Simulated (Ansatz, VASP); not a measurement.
# Tl3Sb2Mo in VASP and in Ansatz

The input INCAR:

```
SYSTEM = Tl3Sb2Mo
  PREC = Accurate
  ENCUT = 600
  EDIFF = 1E-6
  ISMEAR = 0
  SIGMA = 0.1
  LREAL = .FALSE.
  LASPH = .TRUE.
  NELM = 80
  ALGO = Fast
  ISIF = 3
  LWAVE = .FALSE.
  LCHARG = .FALSE.
  GGA = PE
  IBRION = 2
  NSW = 100
  EDIFFG = -0.01
```

KPOINTS

```
regular mesh
0
G
  6 6 6
  0 0 0
```

The input POSCAR:

```
Tl3Sb2Mo
1.0
    3.0352495645      1.7524021531      5.8870214379
   -3.0352495645      1.7524021531      5.8870214379
    0.0000000000     -3.5048043063      5.8870214379
Tl Sb Mo
3 2 1
Direct
    0.5000000000      0.5000000000      0.0000000000
    0.0000000000      0.5000000000      0.5000000000
    0.5000000000      0.0000000000      0.5000000000
    0.8504785499      0.8504785499      0.8504785499
    0.1495214501      0.1495214501      0.1495214501
    0.0000000000      0.0000000000      0.0000000000
```

Input for Ansatz:

```yaml
crystal:
  lattice:
    - [3.0352495645, 1.7524021531, 5.8870214379]
    - [-3.0352495645, 1.7524021531, 5.8870214379]
    - [0.0, -3.5048043063, 5.8870214379]
  atoms:
    - { symbol: Tl, position: [0.5, 0.5, 0.0] }
    - { symbol: Tl, position: [0.0, 0.5, 0.5] }
    - { symbol: Tl, position: [0.5, 0.0, 0.5] }
    - { symbol: Sb, position: [0.8504785499, 0.8504785499, 0.8504785499] }
    - { symbol: Sb, position: [0.1495214501, 0.1495214501, 0.1495214501] }
    - { symbol: Mo, position: [0.0, 0.0, 0.0] }
basis:
  ecutwfc: 420
kpoints:
  mp_grid: { grid: [6, 6, 6] }
hamiltonian:
  xc: pbe
scf:
  occupations: { method: gaussian, width: 0.1 }
output:
  forces: true
  stress: true
  eigenvalues: true
relax:
  adjacent_minimum: "off"
  f_tol: 0.01
  max_steps: 80
  cell: { stress_tol: 0.05 }
```

Alike in both runs: task relaxation of cell and atoms; functional PBE; k mesh 6 × 6 × 6; occupations gaussian, width 0.1 eV; no spin polarisation.

|  | VASP | Ansatz |
| --- | --- | --- |
| version | VASP 6.6.1 | Ansatz 0.2.0 |
| potentials or method | VASP PAW PBE potentials, release 64 (Tl_d, Sb, Mo_sv), cutoff 600 eV | scalar-relativistic, plane waves, PAW |
| valence electrons in the cell | 63 | 83 |

```tsv
	VASP	Ansatz	Ansatz less VASP
gap on the k mesh at the Fermi level, each at its own relaxed structure (eV)	none	none	-
relaxed volume (Å³/atom)	31.11	31.16	+0.045
relaxed length of the cell vector where the two differ most in proportion (Å)	6.912	6.923	+0.0108
```

A gap of «none» marks a metal or a gap that the smearing closes. VASP's potentials hold 63 valence electrons a cell and Ansatz's 83, so a difference there can come from the potentials and not from the codes.

Spin-orbit coupling is off throughout.
